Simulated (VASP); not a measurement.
# SnO2 (P4_2/mnm) in VASP: notebook

The runs below take SnO2 through single point, with PBEsol, PBE+D3(BJ), r2SCAN+rVV10.

Everything below comes from runs of VASP 6.6.1. Logs are shortened: lines on timing, memory, paths and dates and some standing lists are left out, and cuts for length are marked.

## (1) The cell of the first run

Symmetry: P4_2/mnm, No. 136, tetragonal system. The conventional cell has a = 4.749 Å, b = 4.749 Å, c = 3.206 Å, α = 90.00°, β = 90.00°, γ = 90.00°. Sn (site symmetry mmm) has 6 O at 2.06 to 2.07 Å within 2.7 Å. Within 2.7 Å of O (site symmetry m2m) lie 3 Sn at 2.06 to 2.07 Å and 1 O at 2.60 Å.

## (2) Single point, PBEsol

The input, INCAR:

```
SYSTEM = SnO2
PREC = Accurate
ENCUT = 520
EDIFF = 1E-6
ISMEAR = -1
SIGMA = 0.05
LREAL = .False.
LASPH = .True.
NELM = 80
ALGO = Normal
ISIF = 2
LWAVE = .False.
LCHARG = .True.
GGA = PS
LELF = .True.
LVHAR = .True.
NBANDS = 35
```

The input, KPOINTS:

```
regular mesh
0
Gamma
  6 6 8
  0 0 0
```

The input, POSCAR:

```
SnO2
1.0
    4.7485576352      0.0000000000      0.0000000000
    0.0000000000      4.7485576352      0.0000000000
    0.0000000000      0.0000000000      3.2063726133
Sn O
2 4
Direct
    0.5000000000      0.5000000000      0.5000000000
    0.0000000000      0.0000000000      0.0000000000
    0.8060981427      0.1939018573      0.5000000000
    0.6939018573      0.6939018573      0.0000000000
    0.1939018573      0.8060981427      0.5000000000
    0.3060981427      0.3060981427      0.0000000000
```

Potentials or basis: VASP PAW PBE potentials, release 64 (Sn_d, O).

Run with:

```
$ cat potpaw_PBE.64/Sn_d/POTCAR potpaw_PBE.64/O/POTCAR > POTCAR
$ mpirun -np 1 vasp_std > vasp.out
```

OUTCAR:

```text
SYSTEM = SnO2
   PREC = Accurate
   ENCUT = 520
   EDIFF = 1E-6
   ISMEAR = -1
   LREAL = .False.
   LASPH = .True.
   NELM = 80
   ISIF = 2
   GGA = PS

 ion  position               nearest neighbor table
   1  0.500  0.500  0.500-   3 2.06   5 2.06   4 2.07   6 2.07   4 2.07   6 2.07   2 3.72   2 3.72
                             2 3.72   2 3.72   2 3.72   2 3.72   2 3.72   2 3.72
   2  0.000  0.000  0.000-   4 2.06   6 2.06   5 2.07   3 2.07   3 2.07   5 2.07   1 3.72   1 3.72
                             1 3.72   1 3.72   1 3.72   1 3.72   1 3.72   1 3.72
   3  0.806  0.194  0.500-   1 2.06   2 2.07   2 2.07
   4  0.694  0.694  0.000-   2 2.06   1 2.07   1 2.07
   5  0.194  0.806  0.500-   1 2.06   2 2.07   2 2.07
   6  0.306  0.306  0.000-   2 2.06   1 2.07   1 2.07

  LATTYP: Found a simple tetragonal cell.
 ALAT       =     4.7485576352
 C/A-ratio  =     0.6752308511

  Lattice vectors:

 A1 = (   4.7485576352,   0.0000000000,   0.0000000000)
 A2 = (   0.0000000000,   4.7485576352,   0.0000000000)
 A3 = (   0.0000000000,   0.0000000000,   3.2063726133)

Analysis of symmetry for initial positions (statically):
=====================================================================
 Subroutine PRICEL returns:
 Original cell was already a primitive cell.

 Routine SETGRP: Setting up the symmetry group for a
 simple tetragonal supercell.

 Subroutine GETGRP returns: Found 16 space group operations
 (whereof  8 operations were pure point group operations)
 out of a pool of 16 trial point group operations.

The static configuration has the point symmetry D_2h.
 The point group associated with its full space group is D_4h.

Analysis of symmetry for dynamics (positions and initial velocities):
=====================================================================
 Subroutine PRICEL returns:
 Original cell was already a primitive cell.

 Routine SETGRP: Setting up the symmetry group for a
 simple tetragonal supercell.

 Subroutine GETGRP returns: Found 16 space group operations
 (whereof  8 operations were pure point group operations)
 out of a pool of 16 trial point group operations.

The dynamic configuration has the point symmetry D_2h.
 The point group associated with its full space group is D_4h.

 Subroutine INISYM returns: Found 16 space group operations
 (whereof  8 operations are pure point group operations),
 and found     1 'primitive' translations

----------------------------------------------------------------------------------------

                                     Primitive cell

  volume of cell :      72.2999

  direct lattice vectors                    reciprocal lattice vectors
     4.748557635  0.000000000  0.000000000     0.210590263  0.000000000  0.000000000
     0.000000000  4.748557635  0.000000000     0.000000000  0.210590263  0.000000000
     0.000000000  0.000000000  3.206372613     0.000000000  0.000000000  0.311878911

  length of vectors
     4.748557635  4.748557635  3.206372613     0.210590263  0.210590263  0.311878911

  position of ions in fractional coordinates (direct lattice)
     0.500000000  0.500000000  0.500000000
     0.000000000  0.000000000  0.000000000
     0.806098143  0.193901857  0.500000000
     0.693901857  0.693901857  0.000000000
     0.193901857  0.806098143  0.500000000
     0.306098143  0.306098143  0.000000000

  ion indices of the primitive-cell ions
   primitive index   ion index
                 1           1
                 2           2
                 3           3
                 4           4
                 5           5
                 6           6

----------------------------------------------------------------------------------------

 KPOINTS: regular mesh

Automatic generation of k-mesh.
 Grid dimensions read from file:
 generate k-points for:    6    6    8

 Generating k-lattice:

  Cartesian coordinates                     Fractional coordinates (reciprocal lattice)
     0.035098377  0.000000000  0.000000000     0.166666667  0.000000000  0.000000000
[... 58 lines left out ...]
  band No.  band energies     occupation
      1     -15.0803      2.00000
      2     -14.3927      2.00000
      3     -14.0917      2.00000
      4     -14.0646      2.00000
      5     -14.0645      2.00000
      6     -14.0388      2.00000
[... 27 lines left out ...]
     34      17.8158      0.00000
     35      18.2562      0.00000

 k-point     3 :       0.3333    0.0000    0.0000
  band No.  band energies     occupation
      1     -14.9567      2.00000
      2     -14.5525      2.00000
      3     -14.0917      2.00000
      4     -14.0792      2.00000
      5     -14.0607      2.00000
      6     -14.0605      2.00000
[... 27 lines left out ...]
     34      17.9329      0.00000
     35      18.2043      0.00000

 k-point     4 :       0.5000    0.0000    0.0000
  band No.  band energies     occupation
      1     -14.7675      2.00000
      2     -14.7675      2.00000
      3     -14.0902      2.00000
      4     -14.0902      2.00000
      5     -14.0585      2.00000
      6     -14.0585      2.00000
[... 27 lines left out ...]
     34      18.1213      0.00000
     35      18.1884      0.00000

 k-point     5 :       0.1667    0.1667    0.0000
  band No.  band energies     occupation
      1     -15.0477      2.00000
      2     -14.4493      2.00000
      3     -14.0919      2.00000
      4     -14.0671      2.00000
      5     -14.0602      2.00000
      6     -14.0551      2.00000
[... 638 lines left out ...]
 k-point    22 :       0.1667    0.0000    0.2500
  band No.  band energies     occupation
      1     -14.8611      2.00000
      2     -14.5801      2.00000
      3     -14.4682      2.00000
      4     -14.1125      2.00000
      5     -13.9893      2.00000
      6     -13.9865      2.00000
[... 27 lines left out ...]
     34      17.7006      0.00000
     35      18.0593      0.00000

 k-point    23 :       0.3333    0.0000    0.2500
  band No.  band energies     occupation
      1     -14.8463      2.00000
      2     -14.6992      2.00000
      3     -14.3629      2.00000
      4     -14.1416      2.00000
      5     -13.9824      2.00000
      6     -13.9773      2.00000
[... 27 lines left out ...]
     34      17.8750      0.00000
     35      18.1578      0.00000

 k-point    24 :       0.5000    0.0000    0.2500
  band No.  band energies     occupation
      1     -14.7940      2.00000
      2     -14.7940      2.00000
      3     -14.2389      2.00000
      4     -14.2389      2.00000
      5     -13.9775      2.00000
      6     -13.9775      2.00000
[... 27 lines left out ...]
     34      18.0952      0.00000
     35      18.2595      0.00000

 [... further k-points ...]

------------------------ aborting loop because EDIFF is reached ----------------------------------------

  FORCE on cell =-STRESS in cart. coord.  units (eV):
  Direction    XX          YY          ZZ          XY          YZ          ZX
  --------------------------------------------------------------------------------------
  -------------------------------------------------------------------------------------
  Total        1.1437454      1.1437454      1.2889464      0.0000000      0.0000000      0.0000000
  in kB       25.3455978     25.3455978     28.5632771      0.0000000      0.0000000      0.0000000
  external PRESSURE =      26.4181576 kB  Pullay stress =       0.0000000 kB

 VOLUME and BASIS-vectors are now :
 -----------------------------------------------------------------------------
  energy-cutoff  :      520.00
  volume of cell :       72.30
      direct lattice vectors                 reciprocal lattice vectors
     4.748557635  0.000000000  0.000000000     0.210590263  0.000000000  0.000000000
     0.000000000  4.748557635  0.000000000     0.000000000  0.210590263  0.000000000
     0.000000000  0.000000000  3.206372613     0.000000000  0.000000000  0.311878911

 POSITION                                       TOTAL-FORCE (eV/Angst)
 -----------------------------------------------------------------------------------
      2.37428      2.37428      1.60319         0.000000      0.000000     -0.000000
      0.00000      0.00000      0.00000         0.000000      0.000000     -0.000000
      3.82780      0.92075      1.60319        -0.010482      0.010482     -0.000000
      3.29503      3.29503      0.00000         0.010482      0.010482     -0.000000
      0.92075      3.82780      1.60319         0.010482     -0.010482     -0.000000
      1.45352      1.45352      0.00000        -0.010482     -0.010482      0.000000
 -----------------------------------------------------------------------------------
    total drift:                                0.000000      0.000000      0.000000

  FREE ENERGIE OF THE ION-ELECTRON SYSTEM (eV)
  ---------------------------------------------------
  free  energy   TOTEN  =       -39.6612634178 eV

  energy  without entropy=      -39.6612630344  energy(sigma->0) =      -39.66126323
```

It took 66 s on 1 thread of Intel Xeon Platinum 8259CL at 2.50GHz (Skylake/Cascade Lake), shared host; peak memory 0.23 GiB.

What came out:

```yaml
Free_energy: -39.6613 eV
Pressure: 2.6 GPa
Largest_force: 0.015 eV/Å
Band_gap_on_the_k_mesh: 1.02 eV
```

Forces in eV/Å, atoms in the order of the input:
```
Sn   0.000  0.000  0.000
Sn   0.000  0.000  0.000
O   -0.010  0.010  0.000
O    0.010  0.010  0.000
O    0.010 -0.010  0.000
O   -0.010 -0.010  0.000
```

Caveat: the PAW data sets were made with another functional, which shifts forces and pressure a little; spin-orbit coupling is left out, which moves the levels of the heavy elements. As with any semilocal functional, this PBEsol gap is likely too small.

## (3) Single point, PBE+D3(BJ)

This run uses another cell than the first one, of 12.37 Å³/atom.

The input, INCAR:

```
SYSTEM = SnO2
ALGO = Normal
EDIFF = 1E-6
ENCUT = 520
GGA = PE
ISIF = 2
ISMEAR = -1
IVDW = 12
LASPH = .TRUE.
LCHARG = .FALSE.
LREAL = .FALSE.
LWAVE = .FALSE.
NBANDS = 35
NELM = 60
PREC = Accurate
SIGMA = 0.05
```

The input, KPOINTS:

```
k-points
0
G
  6 6 8
  0 0 0
```

The input, POSCAR:

```
SnO2
1.0
    4.7934288996      0.0000000000      0.0000000000
    0.0000000000      4.7934288996      0.0000000000
    0.0000000000      0.0000000000      3.2299887022
Sn O
2 4
Direct
    0.5000000000      0.5000000000      0.5000000000
    0.0000000000      0.0000000000      0.0000000000
    0.8062094191      0.1937905809      0.5000000000
    0.6937905809      0.6937905809      0.0000000000
    0.1937905809      0.8062094191      0.5000000000
    0.3062094191      0.3062094191      0.0000000000
```

Potentials or basis: VASP PAW PBE potentials, release 64 (Sn_d, O).

Run with:

```
$ cat potpaw_PBE.64/Sn_d/POTCAR potpaw_PBE.64/O/POTCAR > POTCAR
$ mpirun -np 1 vasp_std > vasp.out
```

It took 44 s on 1 thread of Intel Xeon 6975P-C (Granite Rapids), shared host; peak memory 0.24 GiB.

It converged, with:

* Free energy: -38.5835 eV
* Pressure: 0.7 GPa
* Largest force: 0.015 eV/Å
* Band gap on the k mesh: 0.83 eV
* Dispersion energy per atom: -0.215 eV

Forces in eV/Å, atoms in the order of the input:
```
Sn   0.000  0.000  0.000
Sn   0.000  0.000  0.000
O   -0.010  0.010  0.000
O    0.010  0.010  0.000
O    0.010 -0.010  0.000
O   -0.010 -0.010  0.000
```

Stress tensor (GPa, compression positive):
```
0.56 0.00 0.00
0.00 0.56 0.00
0.00 0.00 0.84
```

Levels at points of the mesh, in eV from the valence-band top:
| k point | band 22 | band 23 | band 24 | band 25 | band 26 | band 27 | band 28 | band 29 | band 30 | band 31 |
| --- | --- | --- | --- | --- | --- | --- | --- | --- | --- | --- |
| (0.00, 0.00, 0.00) | -1.26 | -1.26 | -0.75 | -0.75 | 0.00 | 0.83 | 5.82 | 6.12 | 6.12 | 10.20 |
| (0.50, 0.00, 0.00) | -1.92 | -1.21 | -1.21 | -0.61 | -0.61 | 4.05 | 4.05 | 6.87 | 6.87 | 10.61 |
| (0.50, 0.50, 0.00) | -1.92 | -1.33 | -1.33 | -0.86 | -0.86 | 4.44 | 4.44 | 7.25 | 7.25 | 10.68 |
| (0.00, 0.00, 0.50) | -2.60 | -1.57 | -1.57 | -1.20 | -1.20 | 5.76 | 5.76 | 9.49 | 9.49 | 10.39 |
| (0.50, 0.00, 0.50) | -1.69 | -1.04 | -1.04 | -0.73 | -0.73 | 6.03 | 6.03 | 7.76 | 7.76 | 10.68 |
| (0.50, 0.50, 0.50) | -2.40 | -0.93 | -0.93 | -0.79 | -0.79 | 4.49 | 4.49 | 8.72 | 8.72 | 10.68 |

Caveat: spin-orbit coupling is left out, which moves the levels of the heavy elements.

## (4) Single point, r2SCAN+rVV10

This run uses another cell than the first one, of 11.21 Å³/atom.

The input, POSCAR:

```
SnO2
1.0
    4.6412789831      0.0000000000      0.0000000000
    0.0000000000      4.6412789831      0.0000000000
    0.0000000000      0.0000000000      3.1214511354
Sn O
2 4
Direct
    0.5000000000      0.5000000000      0.5000000000
    0.0000000000      0.0000000000      0.0000000000
    0.8071000000      0.1929000000      0.5000000000
    0.6929000000      0.6929000000      0.0000000000
    0.1929000000      0.8071000000      0.5000000000
    0.3071000000      0.3071000000      0.0000000000
```

The input, INCAR.step1:

```
SYSTEM = SnO2
PREC = Accurate
ENCUT = 520
ISMEAR = -1
SIGMA = 0.05
LREAL = .False.
LASPH = .True.
NELM = 80
NBANDS = 35
GGA = PE
ALGO = Normal
EDIFF = 1E-4
LWAVE = .True.
LCHARG = .False.
```

The input, INCAR.step2:

```
SYSTEM = SnO2
PREC = Accurate
ENCUT = 520
EDIFF = 1E-7
ISMEAR = -1
SIGMA = 0.05
LREAL = .False.
LASPH = .True.
NELM = 80
ALGO = Normal
ISIF = 2
LWAVE = .False.
LCHARG = .False.
METAGGA = R2SCAN
LMIXTAU = .True.
LUSE_VDW = .True.
IVDW_NL = 2
BPARAM = 11.95
CPARAM = 0.0093
NBANDS = 35
ISTART = 1
```

The input, KPOINTS:

```
Automatic mesh
0
Gamma
  6 6 8
  0 0 0
```

Run with:

```
$ cat potpaw_PBE.64/Sn_d/POTCAR potpaw_PBE.64/O/POTCAR > POTCAR
$ cp INCAR.step1 INCAR
$ mpirun -np 1 vasp_std > vasp.out
$ cp INCAR.step2 INCAR
$ mpirun -np 1 vasp_std > vasp.out
```

Run time: 2.9 min. Hardware: 1 thread of Intel Xeon 6975P-C (Granite Rapids), shared host; peak memory 0.36 GiB.

It converged, with:

| Quantity | Value |
| --- | --- |
| Free energy | -82.9592 eV |
| Pressure | 20.0 GPa |
| Largest force | 0.583 eV/Å |
| Band gap on the k mesh | 2.75 eV |

Forces in eV/Å, atoms in the order of the input:
```
Sn   0.000  0.000  0.000
Sn   0.000  0.000  0.000
O   -0.412  0.412  0.000
O    0.412  0.412  0.000
O    0.412 -0.412  0.000
O   -0.412 -0.412  0.000
```

Stress tensor (GPa, compression positive):
```
17.54  0.00  0.00
 0.00 17.54  0.00
 0.00  0.00 24.80
```

Levels at points of the mesh, in eV from the valence-band top:
| k point | band 24 | band 25 | band 26 | band 27 | band 28 | band 29 |
| --- | --- | --- | --- | --- | --- | --- |
| (0.00, 0.00, 0.00) | -0.84 | -0.84 | 0.00 | 2.75 | 7.48 | 7.48 |
| (0.50, 0.00, 0.00) | -1.12 | -0.67 | -0.67 | 5.89 | 5.89 | 8.22 |
| (0.50, 0.50, 0.00) | -1.24 | -1.00 | -1.00 | 6.34 | 6.34 | 8.77 |
| (0.00, 0.00, 0.50) | -1.88 | -1.39 | -1.39 | 7.91 | 7.91 | 11.04 |
| (0.50, 0.00, 0.50) | -1.25 | -0.59 | -0.59 | 8.21 | 8.21 | 9.49 |
| (0.50, 0.50, 0.50) | -1.05 | -0.95 | -0.95 | 6.46 | 6.46 | 9.93 |

Caveat: the cell stands under pressure; the PAW data sets were made with another functional, which shifts forces and pressure a little; spin-orbit coupling is left out, which moves the levels of the heavy elements.

## (5) Single point, r2SCAN+rVV10

This run uses another cell than the first one, of 11.45 Å³/atom.

Edit POSCAR of step 4 so:

```diff
@@ -2,5 +2,5 @@
 1.0
-    4.6412789831      0.0000000000      0.0000000000
-    0.0000000000      4.6412789831      0.0000000000
-    0.0000000000      0.0000000000      3.1214511354
+    4.6739651233      0.0000000000      0.0000000000
+    0.0000000000      4.6739651233      0.0000000000
+    0.0000000000      0.0000000000      3.1434339099
 Sn O
```

The input, INCAR.step1:

```
PREC = Accurate
ENCUT = 520
ISMEAR = -1
SIGMA = 0.05
LREAL = False
LASPH = True
NELM = 80
NBANDS = 35
GGA = PE
ALGO = Normal
EDIFF = 1E-4
LWAVE = True
LCHARG = False
```

The input, INCAR.step2:

```
PREC = Accurate
ENCUT = 520
EDIFF = 1E-7
ISMEAR = -1
SIGMA = 0.05
LREAL = False
LASPH = True
NELM = 80
ALGO = Normal
ISIF = 2
LWAVE = False
LCHARG = False
METAGGA = R2SCAN
LMIXTAU = True
LUSE_VDW = True
IVDW_NL = 2
BPARAM = 11.95
CPARAM = 0.0093
NBANDS = 35
ISTART = 1
```

The input, KPOINTS:

```
regular mesh
0
Gamma
  6 6 8
```

Run with:

```
$ cat potpaw_PBE.64/Sn_d/POTCAR potpaw_PBE.64/O/POTCAR > POTCAR
$ cp INCAR.step1 INCAR
$ mpirun -np 1 vasp_std > vasp.out
$ cp INCAR.step2 INCAR
$ mpirun -np 1 vasp_std > vasp.out
```

Wall time 3.1 min (1 thread of Intel Xeon 6975P-C (Granite Rapids), shared host); peak memory 0.35 GiB.

Results (log left out):

| Item | Value |
| --- | --- |
| Free energy | -83.1120 eV |
| Pressure | 13.7 GPa |
| Largest force | 0.477 eV/Å |
| Band gap on the k mesh | 2.47 eV |

Forces on the atoms (eV/Å):
```
Sn   0.000  0.000  0.000
Sn   0.000  0.000  0.000
O   -0.337  0.337  0.000
O    0.337  0.337  0.000
O    0.337 -0.337  0.000
O   -0.337 -0.337  0.000
```

Stress tensor (GPa, compression positive):
```
11.94  0.00  0.00
 0.00 11.94  0.00
 0.00  0.00 17.30
```

Levels at points of the mesh, in eV from the valence-band top:
```csv
k point,band 22,band 23,band 24,band 25,band 26,band 27,band 28,band 29,band 30,band 31
"(0.00, 0.00, 0.00)",-1.17,-1.17,-0.82,-0.82,0.00,2.47,7.28,7.35,7.35,11.35
"(0.50, 0.00, 0.00)",-2.02,-1.14,-1.14,-0.66,-0.66,5.63,5.63,8.09,8.09,12.46
"(0.50, 0.50, 0.00)",-2.04,-1.26,-1.26,-0.98,-0.98,6.07,6.07,8.59,8.59,12.44
"(0.00, 0.00, 0.50)",-2.59,-1.82,-1.82,-1.36,-1.36,7.62,7.62,10.89,10.89,11.96
"(0.50, 0.00, 0.50)",-1.80,-1.21,-1.21,-0.62,-0.62,7.92,7.92,9.30,9.30,12.45
"(0.50, 0.50, 0.50)",-2.38,-1.03,-1.03,-0.92,-0.92,6.21,6.21,9.83,9.83,12.41
```

Caveat: the cell stands under pressure; the PAW data sets were made with another functional, which shifts forces and pressure a little; spin-orbit coupling is left out, which moves the levels of the heavy elements. r2SCAN opens gaps a little over a GGA but as a rule still falls short of measured ones.

## (6) Overview

| level | cell | gap on the mesh (eV) | pressure (GPa) | largest force (eV/Å) |
| --- | --- | --- | --- | --- |
| PBEsol | a = 4.749, b = 4.749, c = 3.206 Å, 6 atoms | 1.02 | 2.6 | 0.01 |
| PBE+D3(BJ) | a = 4.793, b = 4.793, c = 3.230 Å, 6 atoms | 0.83 | 0.7 | 0.01 |
| r2SCAN+rVV10 | a = 4.641, b = 4.641, c = 3.121 Å, 6 atoms | 2.75 | 20.0 | 0.58 |
| r2SCAN+rVV10 | a = 4.674, b = 4.674, c = 3.143 Å, 6 atoms | 2.47 | 13.7 | 0.48 |

Alike in all rows: task single point; potentials or basis VASP PAW PBE potentials, release 64 (Sn_d, O); no spin polarisation; k mesh 6 × 6 × 8; cutoff (eV) 520; smearing fermi-dirac 0.05 eV.

Caveats: spin-orbit coupling is left out, which moves the levels of the heavy elements; the PAW data sets were made with another functional, which shifts forces and pressure a little (at least some runs); the cell stands under pressure (at least some runs).

Total energies depend on the potentials used, so only differences within one code and one set of settings carry meaning.
